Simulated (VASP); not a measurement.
Runs of VASP 6.6.1 on Al2O3. The structure is that of space group R-3c (No. 167), or close to it. The cells are those of the table. 

```csv
cell,gap on the mesh (eV),pressure (GPa),largest force (eV/Å)
"a = 5.389 Å, angles 56.4°, 10 atoms",3.96,-25.6,0.20
"a = 5.499 Å, angles 54.2°, 10 atoms",4.06,-25.2,0.05
"a = 5.129 Å, angles 56.4°, 10 atoms",5.65,-0.3,0.19
"a = 5.558 Å, angles 53.0°, 10 atoms",3.95,(b),0.04
"a = 5.443 Å, angles 55.3°, 10 atoms",4.12,-25.4,0.12
"a = 5.290 Å, angles 53.0°, 10 atoms",5.69,0.8,0.27
"a = 5.234 Å, angles 54.2°, 10 atoms",5.81,0.3,0.15
"a = 5.441 Å, angles 51.9°, 10 atoms",4.88,(a),0.24
```

Alike in all rows: task single point; level PBE; potentials or basis VASP PAW PBE potentials, release 64 (Al, O); no spin polarisation; k mesh 6 × 6 × 6; cutoff (eV) 520; smearing gaussian 0.05 eV.

**Question.** Estimate the missing entries.

**Answer.** (a) -9.7; (b) -24.9.

Caveats: the stress differs along the axes, from -29 to -19 GPa (at least some runs); the stress differs along the axes, from -30 to -23 GPa (at least some runs); the stress differs along the axes, from -4 to 7 GPa (at least some runs); the stress differs along the axes, from -35 to -20 GPa (at least some runs); the cell stands under tension (at least some runs); the stress differs along the axes, from -14 to 8 GPa (at least some runs); the stress differs along the axes, from -7 to 4 GPa (at least some runs).

A k mesh can miss the band edges.
